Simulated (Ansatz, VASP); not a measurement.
One calculation of Zr, two programs

```xyz
2
Lattice="3.1733 0.0000 0.0000 -1.5866 2.7482 0.0000 0.0000 0.0000 5.1074" Properties=species:S:1:pos:R:3 pbc="T T T"
Zr    0.0000    1.8321    1.2768
Zr    1.5866    0.9161    3.8305
```

Alike in both runs: functional PBEsol; dispersion D4; k mesh 15 × 15 × 8; occupations gaussian, width 0.1 eV; no spin polarisation.

Ansatz relaxed the structure, and its values are those at the end. VASP's run is a single point on that final structure, the one shown.

```csv
,VASP,Ansatz
version,VASP 6.6.1,Ansatz 0.2.0
potentials or method,"VASP PAW PBE potentials, release 64 (Zr_sv), cutoff 500 eV","scalar-relativistic, plane waves, PAW"
valence electrons in the cell,24,24
```

|  | VASP | Ansatz | Ansatz less VASP |
| --- | --- | --- | --- |
| gap on the k mesh at the Fermi level (eV) | none | none | - |
| pressure (GPa) | 0.0 | 0.0 | -0.04 |

VASP's potentials were made for PBE, not for PBEsol, and Ansatz warns of the same on its side. A gap of «none» marks a metal or a gap that the smearing closes.
